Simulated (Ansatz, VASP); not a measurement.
**One calculation of Zr2SeS2, two programs**

```
CELL_PARAMETERS angstrom
3.59307 0.00000 0.00000
-1.79654 3.11169 0.00000
0.00000 0.00000 10.43744
ATOMIC_POSITIONS crystal
Zr 0.00000 0.00000 0.18385
Zr 0.00000 0.00000 0.81615
Se 0.33333 0.66667 0.00000
S 0.33333 0.66667 0.32324
S 0.33333 0.66667 0.67676
```

Alike in both runs: functional PBE; k mesh 12 × 12 × 4; occupations gaussian, width 0.1 eV; no spin polarisation.

Ansatz relaxed the structure, and its values are those at the end. VASP's run is a single point on that final structure, the one shown.

|  | VASP | Ansatz |
| --- | --- | --- |
| version | VASP 6.6.1 | Ansatz 0.2.0 |
| potentials or method | VASP PAW PBE potentials, release 64 (Zr_sv, Se, S), cutoff 520 eV | scalar-relativistic, plane waves, PAW |
| valence electrons in the cell | 42 | 52 |

```tsv
	VASP	Ansatz	Ansatz less VASP
gap on the k mesh at the Fermi level (eV)	none	none	-
pressure (GPa)	0.0	0.0	-0.02
rms of the force components (eV/Å)	0.004	0.003	-0.0003
```

A gap of «none» marks a metal or a gap that the smearing closes. VASP's potentials hold 42 valence electrons a cell and Ansatz's 52, so a difference there can come from the potentials and not from the codes.
